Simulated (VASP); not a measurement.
# Ni (P6/mmm) in VASP: further runs

Ni is run at these levels: LDA; tasks: single point.

Everything below comes from runs of VASP 6.6.1. Logs are shortened: lines on timing, memory, paths and dates and some standing lists are left out, and cuts for length are marked.

## 1. The cell of the first run

The structure is hexagonal, space group P6/mmm (No. 191). Conventional cell: a = 3.831 Å, b = 3.831 Å, c = 2.317 Å, α = 90.00°, β = 90.00°, γ = 120.00°. Ni (site symmetry 6/mmm) has 14 Ni at 2.32 to 2.50 Å within 3.1 Å. Within 2.9 Å of Ni (site symmetry -6m2) lie 11 Ni at 2.21 to 2.50 Å.

This isn't the form of Ni at room conditions, which is fcc.

## 2. Single point, LDA, collinear spin, ferromagnetic start (9.82 Å³/atom)

Contents of INCAR:

```
SYSTEM = Ni
ALGO = Normal ; EDIFF = 1E-6
ENCUT = 690 ; GGA = CA
GGA_COMPAT = .False. ; ISIF = 2
ISMEAR = -1 ; ISPIN = 2
LASPH = .True. ; LCHARG = .True.
LELF = .True. ; LMAXMIX = 4
LORBIT = 11 ; LREAL = .False.
LVHAR = .True. ; LWAVE = .False.
MAGMOM = 0.572 0.612 0.612 ; NBANDS = 38
NELM = 200 ; PREC = Accurate
SIGMA = 0.05
```

Contents of KPOINTS:

```
k-points
0
Gamma
  11 11 15
  0 0 0
```

Contents of POSCAR:

```
Ni
1.0
    3.8311600478      0.0000000000      0.0000000000
   -1.9155800239      3.3178819274      0.0000000000
    0.0000000000      0.0000000000      2.3170250493
Ni
3
Direct
    1.0000000000      1.0000000000      1.0000000000
    0.3333333333      0.6666666667      0.5000000000
    0.6666666667      0.3333333333      0.5000000000
```

Potentials or basis: VASP PAW LDA potentials, release 64 (Ni_sv_GW).

On the command line:

```console
> cat potpaw_LDA.64/Ni_sv_GW/POTCAR > POTCAR
> mpirun -np 1 vasp_std > vasp.out
```

OUTCAR:

```text
SYSTEM = Ni
   EDIFF = 1E-6
   ENCUT = 690
   GGA = CA
   ISIF = 2
   ISMEAR = -1
   ISPIN = 2
   LASPH = .True.
   LORBIT = 11
   LREAL = .False.
   NELM = 200
   PREC = Accurate

 ion  position               nearest neighbor table
   1  0.000  0.000  0.000-   2 2.50   3 2.50   2 2.50   3 2.50   3 2.50   3 2.50   2 2.50   2 2.50
                             3 2.50   3 2.50   2 2.50   2 2.50
   2  0.333  0.667  0.500-   3 2.21   3 2.21   3 2.21   1 2.50   1 2.50   1 2.50   1 2.50   1 2.50
                             1 2.50
   3  0.667  0.333  0.500-   2 2.21   2 2.21   2 2.21   1 2.50   1 2.50   1 2.50   1 2.50   1 2.50
                             1 2.50

  LATTYP: Found a hexagonal cell.
 ALAT       =     3.8311600478
 C/A-ratio  =     0.6047841960

  Lattice vectors:

 A1 = (   3.8311600478,   0.0000000000,   0.0000000000)
 A2 = (  -1.9155800239,   3.3178819274,   0.0000000000)
 A3 = (   0.0000000000,   0.0000000000,   2.3170250493)

Analysis of symmetry for initial positions (statically):
=====================================================================
 Subroutine PRICEL returns:
 Original cell was already a primitive cell.

 Routine SETGRP: Setting up the symmetry group for a
 hexagonal supercell.

 Subroutine GETGRP returns: Found 24 space group operations
 (whereof 24 operations were pure point group operations)
 out of a pool of 24 trial point group operations.

The static configuration has the point symmetry D_6h.

Analysis of symmetry for dynamics (positions and initial velocities):
=====================================================================
 Subroutine PRICEL returns:
 Original cell was already a primitive cell.

 Routine SETGRP: Setting up the symmetry group for a
 hexagonal supercell.

 Subroutine GETGRP returns: Found 24 space group operations
 (whereof 24 operations were pure point group operations)
 out of a pool of 24 trial point group operations.

The dynamic configuration has the point symmetry D_6h.

Analysis of structural, dynamic, and magnetic symmetry:
=====================================================================
 Subroutine PRICEL returns:
 Original cell was already a primitive cell.

 Routine SETGRP: Setting up the symmetry group for a
 hexagonal supercell.

 Subroutine GETGRP returns: Found 24 space group operations
 (whereof 24 operations were pure point group operations)
 out of a pool of 24 trial point group operations.

The overall configuration has the point symmetry D_6h.

 Subroutine INISYM returns: Found 24 space group operations
 (whereof 24 operations are pure point group operations),
 and found     1 'primitive' translations

----------------------------------------------------------------------------------------

                                     Primitive cell

  volume of cell :      29.4525

  direct lattice vectors                    reciprocal lattice vectors
     3.831160048  0.000000000  0.000000000     0.261017548  0.150698551  0.000000000
    -1.915580024  3.317881927  0.000000000     0.000000000  0.301397103  0.000000000
     0.000000000  0.000000000  2.317025049     0.000000000  0.000000000  0.431587911

  length of vectors
     3.831160048  3.831160048  2.317025049     0.301397103  0.301397103  0.431587911

  position of ions in fractional coordinates (direct lattice)
     0.000000000  0.000000000  0.000000000
     0.333333333  0.666666667  0.500000000
     0.666666667  0.333333333  0.500000000

  ion indices of the primitive-cell ions
   primitive index   ion index
                 1           1
                 2           2
                 3           3

----------------------------------------------------------------------------------------

 KPOINTS: k-points

Automatic generation of k-mesh.
 Grid dimensions read from file:
 generate k-points for:   11   11   15

 Generating k-lattice:

  Cartesian coordinates                     Fractional coordinates (reciprocal lattice)
     0.023728868  0.013699868  0.000000000     0.090909091  0.000000000  0.000000000
     0.000000000  0.027399737  0.000000000     0.000000000  0.090909091  0.000000000
     0.000000000  0.000000000  0.028772527     0.000000000  0.000000000  0.066666667

  Length of vectors
     0.027399737  0.027399737  0.028772527

  Shift w.r.t. Gamma in fractional coordinates (k-lattice)
     0.000000000  0.000000000  0.000000000

 Subroutine IBZKPT returns following result:
 ===========================================

 Found    128 irreducible k-points:

 Following reciprocal coordinates:
            Coordinates               Weight
  0.000000  0.000000  0.000000      1.000000
  0.090909  0.000000  0.000000      6.000000
  0.181818  0.000000  0.000000      6.000000
  0.272727  0.000000  0.000000      6.000000
  0.363636 -0.000000  0.000000      6.000000
  0.454545  0.000000  0.000000      6.000000
[... 16 lines left out ...]
  0.090909  0.090909  0.066667     12.000000
  0.181818  0.090909  0.066667     24.000000
 [... further k-points ...]
   k-points           NKPTS =    128   k-points in BZ     NKDIM =    128   number of bands    NBANDS=     38
   number of dos      NEDOS =    301   number of ions     NIONS =      3
   total plane-waves  NPLWV =  25920
   dimension x,y,z NGX =    36 NGY =   36 NGZ =   20
   dimension x,y,z NGXF=    72 NGYF=   72 NGZF=   40
   ions per type =               3
   NGX,Y,Z   is equivalent  to a cutoff of  15.62, 15.62, 14.35 a.u.
   NGXF,Y,Z  is equivalent  to a cutoff of  31.24, 31.24, 28.70 a.u.
 SYSTEM =  Ni
   PREC   = accura    normal or accurate (medium, high low for compatibility)
   ISTART =      0    job   : 0-new  1-cont  2-samecut
   ICHARG =      2    charge: 1-file 2-atom 10-const
   ISPIN  =      2    spin polarized calculation?
   LNONCOLLINEAR =      F non collinear calculations
   LSORBIT =      F    spin-orbit coupling
   LASPH  =      T    aspherical Exc in radial PAW
   ENCUT  =  690.0 eV  50.71 Ry    7.12 a.u.   8.21  8.21  4.96*2*pi/ulx,y,z
   NELM   =    200;   NELMIN=  2; NELMDL= -5     # of ELM steps
   EDIFF  = 0.1E-05   stopping-criterion for ELM
   LREAL  =      F    real-space projection
[... 7 lines left out ...]
   TEBEG  =    0.0;   TEEND  =   0.0 temperature during run
   PSTRESS=    0.0 pullay stress
   NELECT =      54.0000    total number of electrons
   NUPDOWN=      -1.0000    fix difference up-down
   EMIN   =  10.00;   EMAX   =-10.00  energy-range for DOS
   EFERMI =   0.00;   METHOD = LEGACY
   ISMEAR =    -1;   SIGMA  =   0.05  broadening in eV -4-tet -1-fermi 0-gaus
   EFERMI_NEDOS =   21; number of points for ismear=-14 and -15
   IALGO  =     38    algorithm
   IMIX   =      4    mixing-type and parameters
     AMIX     =   0.40;   BMIX     =  1.00
     AMIX_MAG =   1.60;   BMIX_MAG =  1.00
  volume/ion in A,a.u.               =       9.82        66.25
  Fermi-wavevector in a.u.,A,eV,Ry     =   2.003697  3.786439 54.624706  4.014803
  Thomas-Fermi vector in A             =   3.018352
   LORBIT       =     11    0 simple, 1 ext, 2 COOP (PROOUT), +10 PAW based schemes
   GGA     = CA    functional components
   LHFCALC =     F    Hartree Fock is set to
   AEXX    =    0.0000 exact exchange contribution
   IVDW    =     0    specifies the selected vdW correction
   LEPSILON=     F    determine dielectric tensor
   LRPA    =     F    only Hartree local field effects (RPA)
 spin polarized calculation
  energy-cutoff  :      690.00
  volume of cell :       29.45
 maximum number of plane-waves:      1240
 NGX is ok and might be reduce to    36
   NGX = 17   NGY = 17   NGZ =  9

 number of electron      53.9999945 magnetization       1.5499286

 Free energy of the ion-electron system (eV)
  ---------------------------------------------------
  ext. energy  EPLUGINS =         0.00000000
  ---------------------------------------------------
  free energy    TOTEN  =       -21.93342572 eV

  energy without entropy =      -21.88458504  energy(sigma->0) =      -21.90900538

 E-fermi :   8.7626     XC(G=0): -14.9972

 val. band max:        8.7625903741   @ k =   0.0909   0.0909   0.4667
 cond. band min:       8.7638722681   @ k =   0.2727   0.0000   0.4000
 fundamental gap:      0.0012818939
 Fermi energy:         8.7625970361

 spin component 1

 k-point     1 :       0.0000    0.0000    0.0000
  band No.  band energies     occupation
      1     -93.8345      1.00000
      2     -93.7488      1.00000
      3     -93.6901      1.00000
      4     -54.9898      1.00000
      5     -54.9898      1.00000
      6     -54.7696      1.00000
[... 30 lines left out ...]
     37      35.6369      0.00000
     38      36.8600      0.00000
[... 941 lines left out ...]
     37      32.8521      0.00000
     38      33.9678      0.00000

 [... further k-points ...]

 spin component 2

 k-point     1 :       0.0000    0.0000    0.0000
  band No.  band energies     occupation
      1     -93.2080      1.00000
      2     -93.1206      1.00000
      3     -93.0636      1.00000
      4     -54.3591      1.00000
      5     -54.3591      1.00000
      6     -54.1508      1.00000
[... 30 lines left out ...]
     37      35.6301      0.00000
     38      36.8179      0.00000
[... 941 lines left out ...]
     37      32.9198      0.00000
     38      34.0590      0.00000

 [... further k-points ...]

------------------------ aborting loop because EDIFF is reached ----------------------------------------

  FORCE on cell =-STRESS in cart. coord.  units (eV):
  Direction    XX          YY          ZZ          XY          YZ          ZX
  --------------------------------------------------------------------------------------
  -------------------------------------------------------------------------------------
  Total        1.9530581      1.9530581      1.7244508      0.0000000     -0.0000000      0.0000000
  in kB      106.2438495    106.2438495     93.8079047      0.0000000     -0.0000000      0.0000000
  external PRESSURE =     102.0985346 kB  Pullay stress =       0.0000000 kB

 VOLUME and BASIS-vectors are now :
 -----------------------------------------------------------------------------
  energy-cutoff  :      690.00
  volume of cell :       29.45
      direct lattice vectors                 reciprocal lattice vectors
     3.831160048  0.000000000  0.000000000     0.261017548  0.150698551  0.000000000
    -1.915580024  3.317881927  0.000000000     0.000000000  0.301397103  0.000000000
     0.000000000  0.000000000  2.317025049     0.000000000  0.000000000  0.431587911

 POSITION                                       TOTAL-FORCE (eV/Angst)
 -----------------------------------------------------------------------------------
      0.00000      0.00000      0.00000        -0.000000      0.000000      0.000000
     -0.00000      2.21192      1.15851         0.000000      0.000000     -0.000000
      1.91558      1.10596      1.15851         0.000000     -0.000000      0.000000
 -----------------------------------------------------------------------------------
    total drift:                                0.000000      0.000000     -0.000000

  FREE ENERGIE OF THE ION-ELECTRON SYSTEM (eV)
  ---------------------------------------------------
  free  energy   TOTEN  =       -21.9334257170 eV

  energy  without entropy=      -21.8845850373  energy(sigma->0) =      -21.90900538

 total charge

# of ion       s       p       d       f       tot
--------------------------------------------------
    1        2.251   6.338   7.836   0.006  16.431
    2        2.270   6.360   7.856   0.008  16.494
    3        2.270   6.360   7.856   0.008  16.494
--------------------------------------------------
tot          6.791  19.058  23.547   0.023  49.419

 magnetization (x)

# of ion       s       p       d       f       tot
--------------------------------------------------
    1        0.000  -0.010   0.545  -0.000   0.535
    2       -0.001  -0.009   0.544  -0.000   0.534
    3       -0.001  -0.009   0.544  -0.000   0.534
--------------------------------------------------
tot         -0.001  -0.029   1.633  -0.000   1.603
```

It took 6.6 min on 1 thread of AMD EPYC 9R45 (Zen 5), shared host; peak memory 0.38 GiB.

Results:

```
Free energy                                           : -21.9334 eV
Pressure                                              : 10.2 GPa
Net moment                                            : 1.55 μB per cell
Site moments                                          : Ni +0.54, +0.53 (each value once) μB
Valence electrons inside the program's atomic spheres : Ni 16.43, 16.49 (each value once)
```

Caveat: the cell stands under pressure.

## 3. Single point, LDA, collinear spin, ferromagnetic start

This run uses another cell than the first one, of 10.23 Å³/atom.

Contents of INCAR:

```
SYSTEM = Ni
ALGO = Normal ; EDIFF = 1E-6
ENCUT = 690 ; GGA_COMPAT = .FALSE.
ISIF = 2 ; ISMEAR = -1
ISPIN = 2 ; LASPH = .TRUE.
LCHARG = .FALSE. ; LMAXMIX = 4
LORBIT = 11 ; LREAL = .FALSE.
LWAVE = .FALSE. ; MAGMOM = 0.8 0.8 0.8
NBANDS = 38 ; NELM = 200
PREC = Accurate ; SIGMA = 0.05
```

Contents of KPOINTS:

```
k-points
0
G
  9 9 13
  0 0 0
```

Contents of POSCAR:

```
Ni
1.0
    3.8836482147      0.0000000000      0.0000000000
   -1.9418241073      3.3633380133      0.0000000000
    0.0000000000      0.0000000000      2.3487690631
Ni
3
Direct
    1.0000000000      1.0000000000      1.0000000000
    0.3333333333      0.6666666667      0.5000000000
    0.6666666667      0.3333333333      0.5000000000
```

Potentials or basis: VASP PAW LDA potentials, release 64 (Ni_sv_GW).

On the command line:

```console
> cat potpaw_LDA.64/Ni_sv_GW/POTCAR > POTCAR
> mpirun -np 1 vasp_std > vasp.out
```

OUTCAR:

```text
SYSTEM = Ni
   EDIFF = 1E-6
   ENCUT = 690
   ISIF = 2
   ISMEAR = -1
   ISPIN = 2
   LASPH = .TRUE.
   LORBIT = 11
   LREAL = .FALSE.
   NELM = 200
   PREC = Accurate

 ion  position               nearest neighbor table
   1  0.000  0.000  0.000-   2 2.53   3 2.53   2 2.53   3 2.53   2 2.53   2 2.53   3 2.53   3 2.53
                             3 2.53   3 2.53   2 2.53   2 2.53
   2  0.333  0.667  0.500-   3 2.24   3 2.24   3 2.24   1 2.53   1 2.53   1 2.53   1 2.53   1 2.53
                             1 2.53
   3  0.667  0.333  0.500-   2 2.24   2 2.24   2 2.24   1 2.53   1 2.53   1 2.53   1 2.53   1 2.53
                             1 2.53

  LATTYP: Found a hexagonal cell.
 ALAT       =     3.8836482147
[... 2197 lines left out ...]
    -1.941824107  3.363338013  0.000000000     0.000000000  0.297323670  0.000000000
     0.000000000  0.000000000  2.348769063     0.000000000  0.000000000  0.425754927

 POSITION                                       TOTAL-FORCE (eV/Angst)
 -----------------------------------------------------------------------------------
      0.00000      0.00000      0.00000        -0.000000     -0.000000      0.000000
     -0.00000      2.24223      1.17438        -0.000000      0.000000      0.000000
      1.94182      1.12111      1.17438         0.000000     -0.000000     -0.000000
 -----------------------------------------------------------------------------------
    total drift:                                0.000000      0.000000     -0.000000

  FREE ENERGIE OF THE ION-ELECTRON SYSTEM (eV)
  ---------------------------------------------------
  free  energy   TOTEN  =       -21.9816430893 eV

  energy  without entropy=      -21.9312835383  energy(sigma->0) =      -21.95646331

 total charge

# of ion       s       p       d       f       tot
--------------------------------------------------
    1        2.242   6.313   7.826   0.006  16.387
    2        2.262   6.334   7.844   0.007  16.447
    3        2.262   6.334   7.844   0.007  16.447
--------------------------------------------------
tot          6.766  18.981  23.515   0.019  49.281

 magnetization (x)

# of ion       s       p       d       f       tot
--------------------------------------------------
    1        0.000  -0.011   0.573  -0.000   0.562
    2       -0.001  -0.010   0.597  -0.000   0.587
    3       -0.001  -0.010   0.597  -0.000   0.587
--------------------------------------------------
tot         -0.001  -0.030   1.767  -0.000   1.735
```

OSZICAR:

```text
N       E                     dE             d eps       ncg     rms          rms(c)
DAV:   1     0.110275535198E+04    0.11028E+04   -0.31206E+04 20070   0.613E+03
DAV:   2     0.100413933744E+03   -0.10023E+04   -0.96485E+03 23018   0.153E+03
DAV:   3    -0.234303307383E+02   -0.12384E+03   -0.11859E+03 25080   0.756E+02
DAV:   4    -0.296291308499E+02   -0.61988E+01   -0.61170E+01 24762   0.141E+02
DAV:   5    -0.299544018699E+02   -0.32527E+00   -0.32500E+00 22696   0.243E+01    0.246E+01
DAV:   6    -0.255391671541E+02    0.44152E+01   -0.53089E+01 17112   0.450E+02    0.170E+01
DAV:   7    -0.245112135101E+02    0.10280E+01   -0.20525E+01 16544   0.347E+02    0.238E+01
DAV:   8    -0.220950144893E+02    0.24162E+01   -0.10508E+01 22816   0.156E+02    0.391E+00
DAV:   9    -0.219794818095E+02    0.11553E+00   -0.48643E-01 25240   0.210E+01    0.133E+00
DAV:  10    -0.219813570841E+02   -0.18753E-02   -0.24592E-02 23372   0.815E+00    0.622E-01
DAV:  11    -0.219813867830E+02   -0.29699E-04   -0.88848E-03 24400   0.474E+00    0.404E-01
DAV:  12    -0.219816444763E+02   -0.25769E-03   -0.77649E-04 23600   0.196E+00    0.139E-01
DAV:  13    -0.219816228663E+02    0.21610E-04   -0.24359E-04 25288   0.908E-01    0.440E-02
DAV:  14    -0.219816430788E+02   -0.20213E-04   -0.38092E-05 22304   0.329E-01    0.163E-02
DAV:  15    -0.219816430893E+02   -0.10525E-07   -0.53322E-06 13232   0.118E-01
   1 F= -.21981643E+02 E0= -.21956463E+02  d E =-.503596E-01  mag=     1.6740
```

Run time: 3.3 min. Hardware: 1 thread of Intel Xeon Platinum 8488C (Sapphire Rapids), shared host; peak memory 0.33 GiB.

Results:

* Free energy: -21.9816 eV
* Pressure: -0.6 GPa
* Net moment: 1.68 μB per cell
* Site moments: Ni +0.56, +0.59 (each value once) μB
* Valence electrons inside the program's atomic spheres: Ni 16.39, 16.45 (each value once)

Stress tensor (GPa, compression positive):
```
-0.50  0.00  0.00
 0.00 -0.50  0.00
 0.00  0.00 -0.75
```

Levels at points of the mesh, in eV from the Fermi level:
Spin up:
| k point | band 25 | band 26 | band 27 | band 28 | band 29 | band 30 | band 31 | band 32 |
| --- | --- | --- | --- | --- | --- | --- | --- | --- |
| (0.00, 0.00, 0.00) | -1.51 | -1.51 | -0.29 | -0.29 | 6.41 | 6.41 | 6.44 | 6.44 |
Spin down:
```tsv
k point	band 22	band 23	band 24	band 25	band 26	band 27	band 28	band 29	band 30	band 31
(0.00, 0.00, 0.00)	-1.58	-0.99	-0.99	-0.96	-0.96	0.29	0.29	6.68	6.68	6.70
```
